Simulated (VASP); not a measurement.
A run of VASP 6.6.1:

The input POSCAR:

```
PbS
1.0
    0.0000000000      2.9705684010      2.9705684010
    2.9705684010      0.0000000000      2.9705684010
    2.9705684010      2.9705684010      0.0000000000
Pb S
1 1
Direct
    0.0000000000      0.0000000000      0.0000000000
    0.5000000000      0.5000000000      0.5000000000
```

Contents of INCAR.step1:

```
SYSTEM = PbS
PREC = Accurate
ENCUT = 520
EDIFF = 1E-5
ISMEAR = 0
SIGMA = 0.01
LREAL = .False.
LASPH = .True.
NELM = 100
ALGO = Normal
ISIF = 2
LWAVE = .True.
LCHARG = .False.
GGA = PE
NBANDS = 17
```

INCAR.step2

```
SYSTEM = PbS
PREC = Accurate
ENCUT = 520
EDIFF = 1E-6
ISMEAR = 0
SIGMA = 0.01
LREAL = .False.
LASPH = .True.
NELM = 100
ALGO = Normal
ISIF = 2
LWAVE = .False.
LCHARG = .False.
GGA = PE
LHFCALC = .True.
AEXX = 0.25
PRECFOCK = Normal
ISTART = 1
NBANDS = 17
```

File KPOINTS:

```
regular mesh
0
Gamma
  6 6 6
  0 0 0
```

Potentials or basis: VASP PAW PBE potentials, release 64 (Pb_d, S).

Run with:

```console
$ cat potpaw_PBE.64/Pb_d/POTCAR potpaw_PBE.64/S/POTCAR > POTCAR
$ cp INCAR.step1 INCAR
$ mpirun -np 1 vasp_std > vasp.out
$ cp INCAR.step2 INCAR
$ mpirun -np 1 vasp_std > vasp.out
```

Hardware: 1 thread of Oxide Virtual Turin-like Processor, on a shared host.

Task: How long does it take, and how much memory?

Result: Run time: 77 min on 1 thread of Oxide Virtual Turin-like Processor, on a shared host, peak memory 0.18 GiB. Counts: k points 16.
